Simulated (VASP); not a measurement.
Here is a VASP 6.6.1 calculation.

Contents of INCAR:

```
SYSTEM = NbB2
PREC = Accurate
ENCUT = 520
EDIFF = 1E-7
ISMEAR = 0
SIGMA = 0.1
LREAL = .FALSE.
LASPH = .TRUE.
NELM = 80
ALGO = Normal
ISIF = 2
LWAVE = .FALSE.
LCHARG = .FALSE.
GGA = PS
NBANDS = 16
```

File KPOINTS:

```
regular mesh
0
G
  15 15 12
  0 0 0
```

The input POSCAR:

```
NbB2
1.0
    3.0654543821      0.0000000000      0.0000000000
   -1.5327271911      2.6547613691      0.0000000000
    0.0000000000      0.0000000000      3.2533040071
Nb B
1 2
Direct
    0.0000000000      0.0000000000      0.0000000000
    0.3333333333      0.6666666667      0.5000000000
    0.6666666667      0.3333333333      0.5000000000
```

Potentials or basis: VASP PAW PBE potentials, release 64 (Nb_sv, B).

Run with:

```sh
$ cat potpaw_PBE.64/Nb_sv/POTCAR potpaw_PBE.64/B/POTCAR > POTCAR
$ mpirun -np 1 vasp_std > vasp.out
```

Estimate the pressure.

9.6 GPa.

Stress tensor (GPa, compression positive):
```
9.69 0.00 0.00
0.00 9.69 0.00
0.00 0.00 9.39
```

Caveat: the PAW data sets were made with another functional, which shifts forces and pressure a little.
